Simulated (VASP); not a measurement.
A run of VASP 6.6.1 is set up as follows.

The input INCAR:

```
  PREC = Accurate
  ENCUT = 520
  EDIFF = 1E-6
  ISMEAR = -1
  SIGMA = 0.15
  LREAL = F
  LASPH = T
  NELM = 100
  ALGO = Fast
  ISIF = 2
  LWAVE = F
  LCHARG = T
  GGA = PE
  LELF = T
  LVHAR = T
  NBANDS = 41
```

Contents of KPOINTS:

```
Automatic mesh
0
Gamma
  18 18 4
```

The input POSCAR:

```
Ir2Ru
1.0
    2.7434019445      0.0000000000      0.0000000000
   -1.3717009723      2.3758557767      0.0000000000
    0.0000000000      0.0000000000     13.1719518431
Ru Ir
2 4
Direct
    0.3333333333      0.6666666667      0.2500000000
    0.6666666667      0.3333333333      0.7500000000
    0.3333333333      0.6666666667      0.9140540858
    0.3333333333      0.6666666667      0.5859459142
    0.6666666667      0.3333333333      0.0859459142
    0.6666666667      0.3333333333      0.4140540858
```

Potentials or basis: VASP PAW PBE potentials, release 64 (Ru_pv, Ir).

Launch:

```sh
$ cat potpaw_PBE.64/Ru_pv/POTCAR potpaw_PBE.64/Ir/POTCAR > POTCAR
$ mpirun -np 1 vasp_std > vasp.out
```

**Question.** What does it give for the largest force?

**Answer.** 0.022 eV/Å.

**Question.** What does it give for the pressure?

**Answer.** 0.3 GPa.

**Question.** Estimate the band gap on the k mesh.

**Answer.** Zero (bands 32 and 33 overlap by 2.65 eV).

Forces on the atoms (eV/Å):
```
Ru   0.000  0.000  0.000
Ru   0.000  0.000  0.000
Ir   0.000  0.000 -0.022
Ir   0.000  0.000  0.022
Ir   0.000  0.000  0.022
Ir   0.000  0.000 -0.022
```

Caveat: spin-orbit coupling is left out, which moves the levels of the heavy elements.
